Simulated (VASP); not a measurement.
Bi2Se3: single point with PBE+TS

Bi2Se3:

```
Bi Se
1.0
     2.07150    1.19598    9.54533
    -2.07150    1.19598    9.54533
     0.00000   -2.39196    9.54533
Bi Se
2 3
Cartesian
  0.0000 0.0000 17.1587
  0.0000 0.0000 11.4773
  0.0000 0.0000 22.5738
  0.0000 0.0000 6.0622
  0.0000 0.0000 0.0000
```

```json
{
  "Program": "VASP 6.6.1",
  "Task": "single point",
  "Functional": "PBE",
  "Dispersion": "TS",
  "Potentials or basis": "VASP PAW PBE potentials, release 64 (Bi_d, Se)",
  "Cutoff": "520 eV",
  "k mesh": "6 × 6 × 6",
  "Occupations": "gaussian, width 0.02 eV",
  "Spin": "no spin polarisation",
  "Further INCAR settings": "ALGO = Normal; EDIFF = 1e-07"
}
```

| Item | Value |
| --- | --- |
| Pressure | 1.6 GPa |
| Largest force | 0.181 eV/Å |
| Band gap on the k mesh | 0.22 eV |
| Hirshfeld charges | Bi +0.26; Se -0.15, -0.23 (each value once) e |
| Dispersion energy per atom | -0.205 eV |

Forces on the atoms (eV/Å):
```
Bi   0.000  0.000  0.181
Bi   0.000  0.000 -0.181
Se   0.000  0.000  0.156
Se   0.000  0.000 -0.156
Se   0.000  0.000  0.000
```

Stress tensor (GPa, compression positive):
```
1.78 0.00 0.00
0.00 1.78 0.00
0.00 0.00 1.15
```

Levels at points of the mesh, in eV from the valence-band top:
```tsv
k point	band 21	band 22	band 23	band 24	band 25	band 26	band 27	band 28
(0.00, 0.00, 0.00)	-1.87	-1.21	-1.21	0.00	0.22	1.40	1.40	2.13
(0.50, 0.00, 0.00)	-2.99	-2.15	-1.24	-0.56	0.84	1.93	2.96	3.15
(0.50, 0.50, 0.00)	-1.89	-1.88	-1.64	-1.00	1.34	1.95	2.60	2.99
(0.50, 0.50, 0.50)	-1.55	-1.38	-1.38	-0.44	0.63	1.70	1.70	2.06
```

Run time: 7.3 min on 1 thread of Intel(R) Xeon(R) 6975P-C (Granite Rapids) (shared host), peak memory 0.94 GiB.

Caveat: spin-orbit coupling is left out, which moves the levels of the heavy elements. A k mesh can miss the band edges.
